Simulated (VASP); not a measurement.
Here is a VASP 6.6.1 calculation.

INCAR

```
SYSTEM = NaF
PREC = Accurate
ENCUT = 520
EDIFF = 1E-6
ISMEAR = 0
SIGMA = 0.02
LREAL = .FALSE.
LASPH = .TRUE.
NELM = 80
ALGO = Normal
ISIF = 2
LWAVE = .FALSE.
LCHARG = .TRUE.
GGA = PE
LELF = .TRUE.
LVHAR = .TRUE.
NBANDS = 22
```

File KPOINTS:

```
regular mesh
0
G
  9 9 6
  0 0 0
```

The input POSCAR:

```
NaF
1.0
    3.2506971870      0.0000000000      0.0000000000
   -1.6253485935      2.8151863439      0.0000000000
    0.0000000000      0.0000000000      5.7511587649
Na F
2 2
Direct
    0.0000000000      0.0000000000      0.0000000000
    0.3333333333      0.6666666667      0.5000000000
    0.6666666667      0.3333333333      0.2500000000
    0.6666666667      0.3333333333      0.7500000000
```

Potentials or basis: VASP PAW PBE potentials, release 64 (Na_pv, F).

Run with:

```bash
$ cat potpaw_PBE.64/Na_pv/POTCAR potpaw_PBE.64/F/POTCAR > POTCAR
$ mpirun -np 1 vasp_std > vasp.out
```

Estimate the band gap on the k mesh.

5.50 eV (least direct gap 5.57 eV).

Estimate the pressure.

-0.1 GPa.

Caveat: an odd mesh through Γ misses points on the zone boundary, where band edges can lie.
